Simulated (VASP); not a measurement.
Ca3W, 4 atoms in the cell. The structure is cubic, space group Pm-3m (No. 221). The conventional cell has a = 4.841 Å, b = 4.841 Å, c = 4.841 Å, α = 90.00°, β = 90.00°, γ = 90.00°. Within 4.5 Å of Ca (site symmetry 4/mmm) lie 8 Ca at 3.42 Å and 4 W at 3.42 Å. Within 4.5 Å of W (site symmetry m-3m) lie 12 Ca at 3.42 Å. 

```yaml
Program: VASP 6.6.1
Task: relaxation of cell and atoms
Functional: PBE
Potentials_or_basis: VASP PAW PBE potentials, release 64 (Ca_sv, W_sv)
Cutoff: 600 eV
k_mesh: 10 × 10 × 10
Occupations: gaussian, width 0.1 eV
Spin: no spin polarisation
Dipole_correction: no
Further_INCAR_settings: ALGO = Fast; EDIFF = 1e-06; IBRION = 2; EDIFFG = -0.01; NSW = 100; ISIF = 3
```

Potentials or basis: VASP PAW PBE potentials, release 64 (Ca_sv, W_sv).

Command:

```bash
$ cat potpaw_PBE.64/Ca_sv/POTCAR potpaw_PBE.64/W_sv/POTCAR > POTCAR
$ mpirun -np 1 vasp_std > vasp.out
```

Hardware: 1 thread of AMD EPYC 7R43 64-Core Processor (Zen 3), on a shared host.

How long does it take, and how much memory?

It took 6.8 min on 1 thread of AMD EPYC 7R43 64-Core Processor (Zen 3), with other jobs on the host, peak memory 0.34 GiB. Counts: scf iterations 24, k points 56, ion steps 1.
